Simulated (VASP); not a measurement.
# Mg2PbN2 (P-3m1) in VASP: a series of runs

Runs on Mg2PbN2. Level: PBE. Tasks: single point.

Program: VASP 6.6.1. These are calculated values, not measurements. Logs are shortened: lines on timing, memory, paths and dates and some standing lists are left out, and cuts for length are marked.

## (1) The cell of the first run

It takes space group P-3m1 (No. 164, trigonal). The conventional cell has a = 3.627 Å, b = 3.627 Å, c = 6.566 Å, α = 90.00°, β = 90.00°, γ = 120.00°. Within 3.8 Å of Pb (site symmetry -3m) lie 6 N at 2.86 Å and 6 Mg at 3.16 Å and 6 Pb at 3.63 Å. Within 2.8 Å of Mg (site symmetry 3m) lie 4 N at 2.14 to 2.24 Å and 3 Mg at 2.78 Å. Within 2.9 Å of N (site symmetry 3m) lie 4 Mg at 2.14 to 2.24 Å and 3 Pb at 2.86 Å.

## (2) Single point, PBE

File INCAR:

```
SYSTEM = Mg2PbN2
PREC = Accurate ; ENCUT = 520
EDIFF = 1E-6 ; ISMEAR = 1
SIGMA = 0.1 ; LREAL = .False.
LASPH = .True. ; NELM = 60
ALGO = Normal ; ISIF = 2
LWAVE = .False. ; LCHARG = .True.
GGA = PE ; LELF = .True.
LVHAR = .True. ; NBANDS = 22
```

File KPOINTS:

```
Automatic mesh
0
Gamma
  7 7 4
  0 0 0
```

File POSCAR:

```
Mg2PbN2
1.0
    3.6268635271      0.0000000000      0.0000000000
   -1.8134317635      3.1409559505      0.0000000000
    0.0000000000      0.0000000000      6.5658920000
Pb Mg N
1 2 2
Direct
    0.0000000000      0.0000000000      0.5000000000
    0.3333333333      0.6666666667      0.8612240000
    0.6666666667      0.3333333333      0.1387760000
    0.3333333333      0.6666666667      0.2025450000
    0.6666666667      0.3333333333      0.7974550000
```

Potentials or basis: VASP PAW PBE potentials, release 64 (Pb_d, Mg, N).

On the command line:

```sh
$ cat potpaw_PBE.64/Pb_d/POTCAR potpaw_PBE.64/Mg/POTCAR potpaw_PBE.64/N/POTCAR > POTCAR
$ mpirun -np 1 vasp_std > vasp.out
```

OUTCAR:

```text
SYSTEM = Mg2PbN2
   PREC = Accurate
   ENCUT = 520
   EDIFF = 1E-6
   ISMEAR = 1
   LREAL = .False.
   LASPH = .True.
   NELM = 60
   ISIF = 2
   GGA = PE

 ion  position               nearest neighbor table
   1  0.000  0.000  0.500-   4 2.86   5 2.86   4 2.86   5 2.86   5 2.86   4 2.86   2 3.16   3 3.16
                             2 3.16   3 3.16   2 3.16   3 3.16
   2  0.333  0.667  0.861-   5 2.14   5 2.14   5 2.14   4 2.24   3 2.78   3 2.78   3 2.78   1 3.16
                             1 3.16   1 3.16
   3  0.667  0.333  0.139-   4 2.14   4 2.14   4 2.14   5 2.24   2 2.78   2 2.78   2 2.78   1 3.16
                             1 3.16   1 3.16
   4  0.333  0.667  0.203-   3 2.14   3 2.14   3 2.14   2 2.24   1 2.86   1 2.86   1 2.86
   5  0.667  0.333  0.797-   2 2.14   2 2.14   2 2.14   3 2.24   1 2.86   1 2.86   1 2.86

  LATTYP: Found a hexagonal cell.
 ALAT       =     3.6268635271
 C/A-ratio  =     1.8103498935

  Lattice vectors:

 A1 = (   3.6268635271,   0.0000000000,   0.0000000000)
 A2 = (  -1.8134317635,   3.1409559505,   0.0000000000)
 A3 = (   0.0000000000,   0.0000000000,   6.5658920000)

Analysis of symmetry for initial positions (statically):
=====================================================================
 Subroutine PRICEL returns:
 Original cell was already a primitive cell.

 Routine SETGRP: Setting up the symmetry group for a
 hexagonal supercell.

 Subroutine GETGRP returns: Found 12 space group operations
 (whereof 12 operations were pure point group operations)
 out of a pool of 24 trial point group operations.

The static configuration has the point symmetry D_3d.

Analysis of symmetry for dynamics (positions and initial velocities):
=====================================================================
 Subroutine PRICEL returns:
 Original cell was already a primitive cell.

 Routine SETGRP: Setting up the symmetry group for a
 hexagonal supercell.

 Subroutine GETGRP returns: Found 12 space group operations
 (whereof 12 operations were pure point group operations)
 out of a pool of 24 trial point group operations.

The dynamic configuration has the point symmetry D_3d.

 Subroutine INISYM returns: Found 12 space group operations
 (whereof 12 operations are pure point group operations),
 and found     1 'primitive' translations

----------------------------------------------------------------------------------------

                                     Primitive cell

  volume of cell :      74.7975

  direct lattice vectors                    reciprocal lattice vectors
     3.626863527  0.000000000  0.000000000     0.275720328  0.159187205  0.000000000
    -1.813431763  3.140955950  0.000000000     0.000000000  0.318374411  0.000000000
     0.000000000  0.000000000  6.565892000     0.000000000  0.000000000  0.152302231

  length of vectors
     3.626863527  3.626863527  6.565892000     0.318374411  0.318374411  0.152302231

  position of ions in fractional coordinates (direct lattice)
     0.000000000  0.000000000  0.500000000
     0.333333333  0.666666667  0.861224000
     0.666666667  0.333333333  0.138776000
     0.333333333  0.666666667  0.202545000
     0.666666667  0.333333333  0.797455000

  ion indices of the primitive-cell ions
   primitive index   ion index
                 1           1
                 2           2
                 3           3
                 4           4
                 5           5

----------------------------------------------------------------------------------------

 KPOINTS: Automatic mesh

Automatic generation of k-mesh.
 Grid dimensions read from file:
 generate k-points for:    7    7    4

 Generating k-lattice:

  Cartesian coordinates                     Fractional coordinates (reciprocal lattice)
     0.039388618  0.022741029  0.000000000     0.142857143  0.000000000  0.000000000
     0.000000000  0.045482059  0.000000000     0.000000000  0.142857143  0.000000000
     0.000000000  0.000000000  0.038075558     0.000000000  0.000000000  0.250000000

  Length of vectors
     0.045482059  0.045482059  0.038075558

  Shift w.r.t. Gamma in fractional coordinates (k-lattice)
     0.000000000  0.000000000  0.000000000

 Subroutine IBZKPT returns following result:
 ===========================================

 Found     28 irreducible k-points:

 Following reciprocal coordinates:
            Coordinates               Weight
  0.000000  0.000000  0.000000      1.000000
  0.142857  0.000000  0.000000      6.000000
  0.285714  0.000000  0.000000      6.000000
  0.428571  0.000000  0.000000      6.000000
  0.142857  0.142857  0.000000      6.000000
  0.285714  0.142857  0.000000     12.000000
[... 16 lines left out ...]
  0.285714  0.000000  0.500000      6.000000
  0.428571  0.000000  0.500000      6.000000
 [... further k-points ...]
   k-points           NKPTS =     28   k-points in BZ     NKDIM =     28   number of bands    NBANDS=     22
   number of dos      NEDOS =    301   number of ions     NIONS =      5
   total plane-waves  NPLWV =  39200
   dimension x,y,z NGX =    28 NGY =   28 NGZ =   50
   dimension x,y,z NGXF=    56 NGYF=   56 NGZF=  100
   ions per type =               1   2   2
   NGX,Y,Z   is equivalent  to a cutoff of  12.83, 12.83, 12.66 a.u.
   NGXF,Y,Z  is equivalent  to a cutoff of  25.67, 25.67, 25.32 a.u.
 SYSTEM =  Mg2PbN2
   PREC   = accura    normal or accurate (medium, high low for compatibility)
   ISTART =      0    job   : 0-new  1-cont  2-samecut
   ICHARG =      2    charge: 1-file 2-atom 10-const
   ISPIN  =      1    spin polarized calculation?
   LNONCOLLINEAR =      F non collinear calculations
   LSORBIT =      F    spin-orbit coupling
   LASPH  =      T    aspherical Exc in radial PAW
   ENCUT  =  520.0 eV  38.22 Ry    6.18 a.u.   6.74  6.74 12.21*2*pi/ulx,y,z
   NELM   =     60;   NELMIN=  2; NELMDL= -5     # of ELM steps
   EDIFF  = 0.1E-05   stopping-criterion for ELM
   LREAL  =      F    real-space projection
   EDIFFG = 0.1E-04   stopping-criterion for IOM
   NSW    =      0    number of steps for IOM
   IBRION =     -1    ionic relax: 0-MD 1-quasi-New 2-CG
   NFREE  =      0    steps in history (QN), initial steepest desc. (CG)
   ISIF   =      2    stress and relaxation
   ISYM   =      2    0-nonsym 1-usesym 2-fastsym
   POTIM  = 0.5000    time-step for ionic-motion
   TEBEG  =    0.0;   TEEND  =   0.0 temperature during run
   PSTRESS=    0.0 pullay stress
   NELECT =      28.0000    total number of electrons
   NUPDOWN=      -1.0000    fix difference up-down
   EMIN   =  10.00;   EMAX   =-10.00  energy-range for DOS
   EFERMI =   0.00;   METHOD = LEGACY
   ISMEAR =     1;   SIGMA  =   0.10  broadening in eV -4-tet -1-fermi 0-gaus
   EFERMI_NEDOS =   21; number of points for ismear=-14 and -15
   IALGO  =     38    algorithm
   IMIX   =      4    mixing-type and parameters
     AMIX     =   0.40;   BMIX     =  1.00
     AMIX_MAG =   1.60;   BMIX_MAG =  1.00
  volume/ion in A,a.u.               =      14.96       100.95
  Fermi-wavevector in a.u.,A,eV,Ry     =   1.179864  2.229619 18.940382  1.392079
  Thomas-Fermi vector in A             =   2.316167
   LORBIT       =      0    0 simple, 1 ext, 2 COOP (PROOUT), +10 PAW based schemes
   GGA     = PE    functional components
   LHFCALC =     F    Hartree Fock is set to
   AEXX    =    0.0000 exact exchange contribution
   IVDW    =     0    specifies the selected vdW correction
   LEPSILON=     F    determine dielectric tensor
   LRPA    =     F    only Hartree local field effects (RPA)
 non-spin polarized calculation
 Methfessel and Paxton  Order N= 1 SIGMA  =   0.10
  energy-cutoff  :      520.00
  volume of cell :       74.80
 maximum number of plane-waves:      2040
 NGX is ok and might be reduce to    28
   NGX = 13   NGY = 13   NGZ = 25

 number of electron      27.9999999 magnetization

 Free energy of the ion-electron system (eV)
  ---------------------------------------------------
  ext. energy  EPLUGINS =         0.00000000
  ---------------------------------------------------
  free energy    TOTEN  =       -24.09574439 eV

  energy without entropy =      -24.09622516  energy(sigma->0) =      -24.09590465

 E-fermi :   5.6206     XC(G=0): -10.3012

 val. band max:        5.5472598598   @ k =   0.0000   0.0000   0.5000
 cond. band min:       5.6879286599   @ k =   0.4286   0.1429   0.5000
 fundamental gap:      0.1406688000
 Fermi energy:         5.6205837556

 k-point     1 :       0.0000    0.0000    0.0000
  band No.  band energies     occupation
      1     -11.7375      2.00000
      2     -11.7375      2.00000
      3     -11.6901      2.00000
      4     -11.5541      2.00000
      5     -11.5541      2.00000
      6      -8.6638      2.00000
[... 14 lines left out ...]
     21      14.8307      0.00000
     22      15.0888      0.00000

 k-point     2 :       0.1429    0.0000    0.0000
  band No.  band energies     occupation
      1     -11.7476      2.00000
      2     -11.7046      2.00000
      3     -11.6652      2.00000
      4     -11.5845      2.00000
      5     -11.5577      2.00000
      6      -8.4933      2.00000
[... 14 lines left out ...]
     21      14.5355      0.00000
     22      14.7496      0.00000

 k-point     3 :       0.2857    0.0000    0.0000
  band No.  band energies     occupation
      1     -11.7768      2.00000
      2     -11.6501      2.00000
      3     -11.6352      2.00000
      4     -11.6046      2.00000
      5     -11.5603      2.00000
      6      -8.0498      2.00000
[... 14 lines left out ...]
     21      14.4993      0.00000
     22      14.9641      0.00000
[... 476 lines left out ...]
 k-point    23 :       0.2857    0.0000    0.5000
  band No.  band energies     occupation
      1     -11.7767      2.00000
      2     -11.6525      2.00000
      3     -11.6352      2.00000
      4     -11.6036      2.00000
      5     -11.5603      2.00000
      6      -7.7250      2.00000
[... 14 lines left out ...]
     21      13.5975      0.00000
     22      14.9420      0.00000

 k-point    24 :       0.4286    0.0000    0.5000
  band No.  band energies     occupation
      1     -11.8019      2.00000
      2     -11.7017      2.00000
      3     -11.6035      2.00000
      4     -11.5566      2.00000
      5     -11.5372      2.00000
      6      -7.3872      2.00000
[... 14 lines left out ...]
     21      13.7051      0.00000
     22      14.8130      0.00000

 [... further k-points ...]

------------------------ aborting loop because EDIFF is reached ----------------------------------------

  FORCE on cell =-STRESS in cart. coord.  units (eV):
  Direction    XX          YY          ZZ          XY          YZ          ZX
  --------------------------------------------------------------------------------------
  -------------------------------------------------------------------------------------
  Total       -0.1846504     -0.1846504     -0.1930774     -0.0000000      0.0000000     -0.0000000
  in kB       -3.9552517     -3.9552517     -4.1357598     -0.0000000      0.0000000     -0.0000000
  external PRESSURE =      -4.0154211 kB  Pullay stress =       0.0000000 kB

 VOLUME and BASIS-vectors are now :
 -----------------------------------------------------------------------------
  energy-cutoff  :      520.00
  volume of cell :       74.80
      direct lattice vectors                 reciprocal lattice vectors
     3.626863527  0.000000000  0.000000000     0.275720328  0.159187205  0.000000000
    -1.813431763  3.140955950  0.000000000     0.000000000  0.318374411  0.000000000
     0.000000000  0.000000000  6.565892000     0.000000000  0.000000000  0.152302231

 POSITION                                       TOTAL-FORCE (eV/Angst)
 -----------------------------------------------------------------------------------
      0.00000      0.00000      3.28295         0.000000      0.000000      0.000000
     -0.00000      2.09397      5.65470        -0.000000      0.000000      0.001272
      1.81343      1.04699      0.91119         0.000000     -0.000000     -0.001272
     -0.00000      2.09397      1.32989        -0.000000      0.000000     -0.003879
      1.81343      1.04699      5.23600         0.000000      0.000000      0.003879
 -----------------------------------------------------------------------------------
    total drift:                                0.000000      0.000000      0.000000

  FREE ENERGIE OF THE ION-ELECTRON SYSTEM (eV)
  ---------------------------------------------------
  free  energy   TOTEN  =       -24.0957443948 eV

  energy  without entropy=      -24.0962251600  energy(sigma->0) =      -24.09590465
```

It took 40 s on 1 thread of AMD EPYC 7R13 (Zen 3), shared host; peak memory 0.18 GiB.

What came out:

* Free energy: -24.0957 eV
* Pressure: -0.4 GPa
* Largest force: 0.004 eV/Å
* Band gap on the k mesh: 0.14 eV (least direct gap 0.24 eV)

Forces on the atoms (eV/Å):
```
Pb   0.000  0.000  0.000
Mg   0.000  0.000  0.001
Mg   0.000  0.000 -0.001
N    0.000  0.000 -0.004
N    0.000  0.000  0.004
```

Caveat: spin-orbit coupling is left out, which moves the levels of the heavy elements; an odd mesh through Γ misses points on the zone boundary, where band edges can lie.

## (3) Single point, PBE

File INCAR:

```
ALGO = Normal ; EDIFF = 1E-7
ENCUT = 520 ; GGA = PE
ISIF = 2 ; ISMEAR = 1
LASPH = True ; LCHARG = True
LELF = True ; LREAL = False
LVHAR = True ; LWAVE = False
NBANDS = 22 ; NELM = 60
PREC = Accurate ; SIGMA = 0.1
```

File KPOINTS:

```
k-points
0
Gamma
  7 7 4
```

POSCAR is that of step 2.

Potentials or basis: VASP PAW PBE potentials, release 64 (Pb_d, Mg, N).

On the command line:

```sh
$ cat potpaw_PBE.64/Pb_d/POTCAR potpaw_PBE.64/Mg/POTCAR potpaw_PBE.64/N/POTCAR > POTCAR
$ mpirun -np 1 vasp_std > vasp.out
```

OUTCAR:

```text
EDIFF = 1E-7
   ENCUT = 520
   GGA = PE
   ISIF = 2
   ISMEAR = 1
   LASPH = True
   LREAL = False
   NELM = 60
   PREC = Accurate

 ion  position               nearest neighbor table
   1  0.000  0.000  0.500-   4 2.86   5 2.86   4 2.86   5 2.86   5 2.86   4 2.86   2 3.16   3 3.16
                             2 3.16   3 3.16   2 3.16   3 3.16
   2  0.333  0.667  0.861-   5 2.14   5 2.14   5 2.14   4 2.24   3 2.78   3 2.78   3 2.78   1 3.16
                             1 3.16   1 3.16
   3  0.667  0.333  0.139-   4 2.14   4 2.14   4 2.14   5 2.24   2 2.78   2 2.78   2 2.78   1 3.16
[... 809 lines left out ...]
  -------------------------------------------------------------------------------------
  Total       -0.1871672     -0.1871672     -0.1966579     -0.0000000      0.0000000     -0.0000000
  in kB       -4.0091608     -4.0091608     -4.2124533     -0.0000000      0.0000000     -0.0000000
  external PRESSURE =      -4.0769249 kB  Pullay stress =       0.0000000 kB

 VOLUME and BASIS-vectors are now :
 -----------------------------------------------------------------------------
  energy-cutoff  :      520.00
  volume of cell :       74.80
      direct lattice vectors                 reciprocal lattice vectors
     3.626863527  0.000000000  0.000000000     0.275720328  0.159187205  0.000000000
    -1.813431763  3.140955950  0.000000000     0.000000000  0.318374411  0.000000000
     0.000000000  0.000000000  6.565892000     0.000000000  0.000000000  0.152302231

 POSITION                                       TOTAL-FORCE (eV/Angst)
 -----------------------------------------------------------------------------------
      0.00000      0.00000      3.28295         0.000000      0.000000      0.000000
     -0.00000      2.09397      5.65470         0.000000      0.000000      0.001280
      1.81343      1.04699      0.91119        -0.000000     -0.000000     -0.001280
     -0.00000      2.09397      1.32989         0.000000      0.000000     -0.004167
      1.81343      1.04699      5.23600        -0.000000      0.000000      0.004167
 -----------------------------------------------------------------------------------
    total drift:                                0.000000      0.000000      0.000000

  FREE ENERGIE OF THE ION-ELECTRON SYSTEM (eV)
  ---------------------------------------------------
  free  energy   TOTEN  =       -24.0957445337 eV

  energy  without entropy=      -24.0962251513  energy(sigma->0) =      -24.09590474
```

stdout:

```text
POSCAR found type information on POSCAR PbMgN
 POSCAR found :  3 types and       5 ions
 scaLAPACK will be used
 LDA part: xc-table for (Slater+PW92), standard interpolation
 POSCAR, INCAR and KPOINTS ok, starting setup
 FFT: planning ... GRIDC
 FFT: planning ... GRID_SOFT
 FFT: planning ... GRID
 WAVECAR not read
 entering main loop
```

Run time: 44 s. Hardware: 1 thread of AMD EPYC 7R13 (Zen 3), shared host; peak memory 0.18 GiB.

Results:

```yaml
Free_energy: -24.0957 eV
Pressure: -0.4 GPa
Largest_force: 0.004 eV/Å
Band_gap_on_the_k_mesh: 0.14 eV (least direct gap 0.24 eV)
```

Forces on the atoms (eV/Å):
```
Pb   0.000  0.000  0.000
Mg   0.000  0.000  0.001
Mg   0.000  0.000 -0.001
N    0.000  0.000 -0.004
N    0.000  0.000  0.004
```

Caveat: spin-orbit coupling is left out, which moves the levels of the heavy elements; an odd mesh through Γ misses points on the zone boundary, where band edges can lie.

(Part 1 of 2 ends here.)
